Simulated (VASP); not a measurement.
# Ba (Im-3m) in VASP: single point with LDA

Aim: the single point of Ba with LDA.

All numbers are computed with VASP 6.6.1; they aren't measurements. Logs are shortened: lines on timing, memory, paths and dates and some standing lists are left out, and cuts for length are marked.

## 1. The cell of the first run

It takes space group Im-3m (No. 229, cubic). Conventional cell: a = 4.759 Å, b = 4.759 Å, c = 4.759 Å, α = 90.00°, β = 90.00°, γ = 90.00°. Ba (site symmetry m-3m) has 14 Ba at 4.12 to 4.76 Å within 5.4 Å.

## 2. Single point, LDA

Input file INCAR:

```
PREC = Accurate
ENCUT = 520
EDIFF = 1E-6
ISMEAR = -1
SIGMA = 0.13605693000000002
LREAL = F
LASPH = T
NELM = 80
ALGO = Normal
ISIF = 2
LWAVE = F
LCHARG = T
LELF = T
LVHAR = T
NBANDS = 11
```

Input file KPOINTS:

```
regular mesh
0
Gamma
  10 10 10
```

Input file POSCAR:

```
Ba
1.0
   -2.3796750021      2.3796750021      2.3796750021
    2.3796750021     -2.3796750021      2.3796750021
    2.3796750021      2.3796750021     -2.3796750021
Ba
1
Direct
    0.0000000000      0.0000000000      0.0000000000
```

Potentials or basis: VASP PAW LDA potentials, release 64 (Ba_sv).

On the command line:

```bash
$ cat potpaw_LDA.64/Ba_sv/POTCAR > POTCAR
$ mpirun -np 1 vasp_std > vasp.out
```

OUTCAR:

```text
PREC = Accurate
   ENCUT = 520
   EDIFF = 1E-6
   ISMEAR = -1
   LREAL = F
   LASPH = T
   NELM = 80
   ISIF = 2

 ion  position               nearest neighbor table
   1  0.000  0.000  0.000-

  LATTYP: Found a body centered cubic cell.
 ALAT       =     4.7593500042

  Lattice vectors:

 A1 = (  -2.3796750021,   2.3796750021,   2.3796750021)
 A2 = (   2.3796750021,  -2.3796750021,   2.3796750021)
 A3 = (   2.3796750021,   2.3796750021,  -2.3796750021)

Analysis of symmetry for initial positions (statically):
=====================================================================
 Subroutine PRICEL returns:
 Original cell was already a primitive cell.

 Routine SETGRP: Setting up the symmetry group for a
 body centered cubic supercell.

 Subroutine GETGRP returns: Found 48 space group operations
 (whereof 48 operations were pure point group operations)
 out of a pool of 48 trial point group operations.

The static configuration has the point symmetry O_h .

Analysis of symmetry for dynamics (positions and initial velocities):
=====================================================================
 Subroutine PRICEL returns:
 Original cell was already a primitive cell.

 Routine SETGRP: Setting up the symmetry group for a
 body centered cubic supercell.

 Subroutine GETGRP returns: Found 48 space group operations
 (whereof 48 operations were pure point group operations)
 out of a pool of 48 trial point group operations.

The dynamic configuration has the point symmetry O_h .

 Subroutine INISYM returns: Found 48 space group operations
 (whereof 48 operations are pure point group operations),
 and found     1 'primitive' translations

----------------------------------------------------------------------------------------

                                     Primitive cell

  volume of cell :      53.9030

  direct lattice vectors                    reciprocal lattice vectors
    -2.379675002  2.379675002  2.379675002     0.000000000  0.210112725  0.210112725
     2.379675002 -2.379675002  2.379675002     0.210112725  0.000000000  0.210112725
     2.379675002  2.379675002 -2.379675002     0.210112725  0.210112725  0.000000000

  length of vectors
     4.121718009  4.121718009  4.121718009     0.297144266  0.297144266  0.297144266

  position of ions in fractional coordinates (direct lattice)
     0.000000000  0.000000000  0.000000000

  ion indices of the primitive-cell ions
   primitive index   ion index
                 1           1

----------------------------------------------------------------------------------------

 KPOINTS: regular mesh

Automatic generation of k-mesh.
 Grid dimensions read from file:
 generate k-points for:   10   10   10

 Generating k-lattice:

  Cartesian coordinates                     Fractional coordinates (reciprocal lattice)
     0.000000000  0.021011273  0.021011273     0.100000000  0.000000000  0.000000000
     0.021011273  0.000000000  0.021011273     0.000000000  0.100000000  0.000000000
     0.021011273  0.021011273  0.000000000     0.000000000  0.000000000  0.100000000

  Length of vectors
     0.029714427  0.029714427  0.029714427

  Shift w.r.t. Gamma in fractional coordinates (k-lattice)
     0.000000000  0.000000000  0.000000000

 Subroutine IBZKPT returns following result:
 ===========================================

 Found     47 irreducible k-points:

 Following reciprocal coordinates:
            Coordinates               Weight
  0.000000  0.000000  0.000000      1.000000
  0.100000  0.000000  0.000000     12.000000
  0.200000  0.000000  0.000000     12.000000
  0.300000  0.000000  0.000000     12.000000
  0.400000  0.000000  0.000000     12.000000
  0.500000  0.000000  0.000000      6.000000
[... 16 lines left out ...]
  0.300000  0.300000  0.100000      8.000000
 -0.300000  0.300000  0.100000     24.000000
 [... further k-points ...]
   k-points           NKPTS =     47   k-points in BZ     NKDIM =     47   number of bands    NBANDS=     11
   number of dos      NEDOS =    301   number of ions     NIONS =      1
   total plane-waves  NPLWV =  32768
   dimension x,y,z NGX =    32 NGY =   32 NGZ =   32
   dimension x,y,z NGXF=    64 NGYF=   64 NGZF=   64
   ions per type =               1
   NGX,Y,Z   is equivalent  to a cutoff of  12.91, 12.91, 12.91 a.u.
   NGXF,Y,Z  is equivalent  to a cutoff of  25.81, 25.81, 25.81 a.u.
 SYSTEM =  unknown system
   PREC   = accura    normal or accurate (medium, high low for compatibility)
   ISTART =      0    job   : 0-new  1-cont  2-samecut
   ICHARG =      2    charge: 1-file 2-atom 10-const
   ISPIN  =      1    spin polarized calculation?
   LNONCOLLINEAR =      F non collinear calculations
   LSORBIT =      F    spin-orbit coupling
   LASPH  =      T    aspherical Exc in radial PAW
   ENCUT  =  520.0 eV  38.22 Ry    6.18 a.u.   7.66  7.66  7.66*2*pi/ulx,y,z
   NELM   =     80;   NELMIN=  2; NELMDL= -5     # of ELM steps
   EDIFF  = 0.1E-05   stopping-criterion for ELM
   LREAL  =      F    real-space projection
   EDIFFG = 0.1E-04   stopping-criterion for IOM
   NSW    =      0    number of steps for IOM
   IBRION =     -1    ionic relax: 0-MD 1-quasi-New 2-CG
   NFREE  =      0    steps in history (QN), initial steepest desc. (CG)
   ISIF   =      2    stress and relaxation
   ISYM   =      2    0-nonsym 1-usesym 2-fastsym
   POTIM  = 0.5000    time-step for ionic-motion
   TEBEG  =    0.0;   TEEND  =   0.0 temperature during run
   PSTRESS=    0.0 pullay stress
   NELECT =      10.0000    total number of electrons
   NUPDOWN=      -1.0000    fix difference up-down
   EMIN   =  10.00;   EMAX   =-10.00  energy-range for DOS
   EFERMI =   0.00;   METHOD = LEGACY
   ISMEAR =    -1;   SIGMA  =   0.14  broadening in eV -4-tet -1-fermi 0-gaus
   EFERMI_NEDOS =   21; number of points for ismear=-14 and -15
   IALGO  =     38    algorithm
   IMIX   =      4    mixing-type and parameters
     AMIX     =   0.40;   BMIX     =  1.00
     AMIX_MAG =   1.60;   BMIX_MAG =  1.00
  volume/ion in A,a.u.               =      53.90       363.76
  Fermi-wavevector in a.u.,A,eV,Ry     =   0.933692  1.764423 11.861309  0.871782
  Thomas-Fermi vector in A             =   2.060420
   LORBIT       =      0    0 simple, 1 ext, 2 COOP (PROOUT), +10 PAW based schemes
   GGA     = CA    functional components
   LHFCALC =     F    Hartree Fock is set to
   AEXX    =    0.0000 exact exchange contribution
   IVDW    =     0    specifies the selected vdW correction
   LEPSILON=     F    determine dielectric tensor
   LRPA    =     F    only Hartree local field effects (RPA)
 non-spin polarized calculation
  energy-cutoff  :      520.00
  volume of cell :       53.90
 maximum number of plane-waves:      1481
   NGX = 15   NGY = 15   NGZ = 15

 number of electron      10.0000000 magnetization

 number of electron       9.9999999 magnetization

 Free energy of the ion-electron system (eV)
  ---------------------------------------------------
  ext. energy  EPLUGINS =         0.00000000
  ---------------------------------------------------
  free energy    TOTEN  =        -2.28734474 eV

  energy without entropy =       -2.20512580  energy(sigma->0) =       -2.24623527

 E-fermi :   2.0002     XC(G=0):  -8.1389

 val. band max:        1.9843991316   @ k =  -0.4000  -0.4000   0.1000
 cond. band min:       2.0007604666   @ k =  -0.4000  -0.4000   0.2000
 fundamental gap:      0.0163613351
 Fermi energy:         2.0002257510

 k-point     1 :       0.0000    0.0000    0.0000
  band No.  band energies     occupation
      1     -26.6024      2.00000
      2     -11.4432      2.00000
      3     -11.4432      2.00000
      4     -11.4432      2.00000
      5      -0.8328      2.00000
      6       3.9014      0.00000
      7       3.9014      0.00000
      8       3.9014      0.00000
      9       5.5899      0.00000
     10       5.5899      0.00000
     11       9.4034      0.00000

 k-point     2 :       0.1000    0.0000    0.0000
  band No.  band energies     occupation
      1     -26.5942      2.00000
      2     -11.5238      2.00000
      3     -11.4670      2.00000
      4     -11.4440      2.00000
      5      -0.6061      2.00000
      6       3.7232      0.00001
      7       3.8063      0.00000
      8       4.1330      0.00000
      9       5.3111      0.00000
     10       5.5712      0.00000
     11       9.6619      0.00000

 k-point     3 :       0.2000    0.0000    0.0000
  band No.  band energies     occupation
      1     -26.5728      2.00000
      2     -11.7261      2.00000
      3     -11.5285      2.00000
      4     -11.4460      2.00000
      5      -0.0158      2.00000
      6       3.3306      0.00011
      7       3.4277      0.00006
      8       4.8096      0.00000
      9       5.1946      0.00000
     10       5.5869      0.00000
     11      10.0866      0.00000

 k-point     4 :       0.3000    0.0000    0.0000
  band No.  band energies     occupation
      1     -26.5461      2.00000
      2     -11.9606      2.00000
      3     -11.6025      2.00000
      4     -11.4486      2.00000
      5       0.6360      1.99991
      6       2.9391      0.00201
      7       3.1521      0.00042
      8       5.4427      0.00000
      9       5.7436      0.00000
     10       5.8737      0.00000
     11       9.5794      0.00000
[... 239 lines left out ...]
 k-point    22 :      -0.2000    0.2000    0.1000
  band No.  band energies     occupation
      1     -26.5654      2.00000
      2     -11.7281      2.00000
      3     -11.5539      2.00000
      4     -11.5058      2.00000
      5       0.1863      2.00000
      6       3.4626      0.00004
      7       3.5174      0.00003
      8       4.4011      0.00000
      9       4.7167      0.00000
     10       6.1300      0.00000
     11      10.4341      0.00000

 k-point    23 :       0.3000    0.3000    0.1000
  band No.  band energies     occupation
      1     -26.5093      2.00000
      2     -11.9343      2.00000
      3     -11.9343      2.00000
      4     -11.6122      2.00000
      5       2.1220      0.58004
      6       2.7845      0.00626
      7       2.7845      0.00626
      8       6.2162      0.00000
      9       6.2162      0.00000
     10       7.0580      0.00000
     11       9.5885      0.00000

 k-point    24 :      -0.3000    0.3000    0.1000
  band No.  band energies     occupation
      1     -26.5394      2.00000
      2     -11.9497      2.00000
      3     -11.6292      2.00000
      4     -11.5057      2.00000
      5       0.8333      1.99962
      6       3.0168      0.00114
      7       3.1536      0.00042
      8       4.7232      0.00000
      9       5.7771      0.00000
     10       6.2432      0.00000
     11       9.4813      0.00000

 [... further k-points ...]
[... 5 lines left out ...]
  --------------------------------------------------------------------------------------
  -------------------------------------------------------------------------------------
  Total        0.0399169      0.0399169      0.0399169      0.0000000      0.0000000     -0.0000000
  in kB        1.1864642      1.1864642      1.1864642      0.0000000      0.0000000     -0.0000000
  external PRESSURE =       1.1864642 kB  Pullay stress =       0.0000000 kB

 VOLUME and BASIS-vectors are now :
 -----------------------------------------------------------------------------
  energy-cutoff  :      520.00
  volume of cell :       53.90
      direct lattice vectors                 reciprocal lattice vectors
    -2.379675002  2.379675002  2.379675002     0.000000000  0.210112725  0.210112725
     2.379675002 -2.379675002  2.379675002     0.210112725  0.000000000  0.210112725
     2.379675002  2.379675002 -2.379675002     0.210112725  0.210112725  0.000000000

 POSITION                                       TOTAL-FORCE (eV/Angst)
 -----------------------------------------------------------------------------------
      0.00000      0.00000      0.00000         0.000000     -0.000000      0.000000
 -----------------------------------------------------------------------------------
    total drift:                                0.000000      0.000000     -0.000000

  FREE ENERGIE OF THE ION-ELECTRON SYSTEM (eV)
  ---------------------------------------------------
  free  energy   TOTEN  =        -2.2873447440 eV

  energy  without entropy=       -2.2051258026  energy(sigma->0) =       -2.24623527
```

It took 12 s on 1 thread of AMD EPYC 9R45 (Zen 5), shared host; peak memory 0.13 GiB.

Results:

```
Free energy            : -2.2873 eV
Pressure               : 0.1 GPa
Band gap on the k mesh : zero (band 5 reaches 2.43 eV, above the bottom of band 6 at 1.20 eV)
```

Levels at points of the mesh, in eV from the Fermi level:
| k point | band 1 | band 2 | band 3 | band 4 | band 5 | band 6 | band 7 | band 8 | band 9 | band 10 |
| --- | --- | --- | --- | --- | --- | --- | --- | --- | --- | --- |
| (0.00, 0.00, 0.00) | -28.60 | -13.44 | -13.44 | -13.44 | -2.83 | 1.90 | 1.90 | 1.90 | 3.59 | 3.59 |
| (0.50, 0.00, 0.00) | -28.52 | -14.21 | -13.68 | -13.45 | -1.05 | 0.58 | 1.84 | 3.60 | 4.27 | 6.05 |
| (0.50, 0.50, 0.50) | -28.45 | -13.96 | -13.96 | -13.96 | -0.80 | -0.80 | 5.16 | 5.16 | 5.16 | 5.43 |

Caveat: spin-orbit coupling is left out, which moves the levels of the heavy elements.
